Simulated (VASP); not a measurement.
Runs of VASP 6.6.1 on BaS. The structure is that of space group Fm-3m (No. 225), or close to it. The cells are those of the table. 

| level | cell | k mesh | smearing | grid for exact exchange (PRECFOCK) | screening parameter | gap on the mesh (eV) | pressure (GPa) |
| --- | --- | --- | --- | --- | --- | --- | --- |
| PBE | a = 4.506, b = 4.506, c = 4.542 Å, angles 59.7, 59.7, 60.5°, 2 atoms | 8 × 8 × 8 | fermi-dirac 0.02 eV | - | - | 2.06 | 1.4 |
| r2SCAN | a = 4.511, b = 4.511, c = 4.441 Å, angles 60.5, 60.5, 59.0°, 2 atoms | 8 × 8 × 8 | gaussian 0.01 eV | - | - | 2.38 | (c) |
| PBE | a = 4.511, b = 4.511, c = 4.441 Å, angles 60.5, 60.5, 59.0°, 2 atoms | 8 × 8 × 8 | fermi-dirac 0.02 eV | - | - | 2.03 | 2.5 |
| r2SCAN | a = 4.506, b = 4.506, c = 4.542 Å, angles 59.7, 59.7, 60.5°, 2 atoms | 8 × 8 × 8 | gaussian 0.01 eV | - | - | 2.41 | 1.4 |
| HSE06 | a = 4.511, b = 4.511, c = 4.441 Å, angles 60.5, 60.5, 59.0°, 2 atoms | 6 × 6 × 6 | gaussian 0.01 eV | Normal | 0.2079 1/Å | 2.94 | (b) |
| r2SCAN | a = 4.612 Å, angles 60.0°, 2 atoms | 8 × 8 × 8 | gaussian 0.01 eV | - | - | (a) | -1.4 |
| PBE | a = 4.612 Å, angles 60.0°, 2 atoms | 8 × 8 × 8 | fermi-dirac 0.02 eV | - | - | 2.20 | -1.2 |

Alike in all rows: task single point; potentials or basis VASP PAW PBE potentials, release 64 (Ba_sv, S); no spin polarisation; cutoff (eV) 520.

**Question.** Estimate the missing entries.

**Answer.** (a) 2.56; (b) 2.1; (c) 2.6.

Caveats: spin-orbit coupling is left out, which moves the levels of the heavy elements; the PAW data sets were made with another functional, which shifts forces and pressure a little (some runs).

A k mesh can miss the band edges, and the runs leave out spin-orbit coupling on Ba.
